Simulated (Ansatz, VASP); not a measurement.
# GaN: VASP beside Ansatz

```
Ga N
1.0
     0.00000    2.22770    2.22770
     2.22770    0.00000    2.22770
     2.22770    2.22770    0.00000
Ga N
1 1
Direct
  0.00000 0.00000 0.00000
  0.25000 0.25000 0.25000
```

Alike in both runs: functional LDA; k mesh 14 × 14 × 14; occupations fermi-dirac, width 0.1 eV; no spin polarisation.

Ansatz relaxed the structure, and its values are those at the end. VASP's run is a single point on that final structure, the one shown.

```csv
,VASP,Ansatz
version,VASP 6.6.1,Ansatz 0.2.0
potentials or method,"VASP PAW LDA potentials, release 64 (Ga_d, N_h)","PAW with Ansatz's default frozen-core files, scalar-relativistic"
plane-wave cutoff (eV),1330,420
valence electrons in the cell,18,18
```

```csv
,VASP,Ansatz,Ansatz less VASP
pressure (GPa),1.1,0.0,-1.12
```

LDA's correlation is that of Perdew and Zunger in VASP and of Perdew and Wang (1992) in Ansatz.
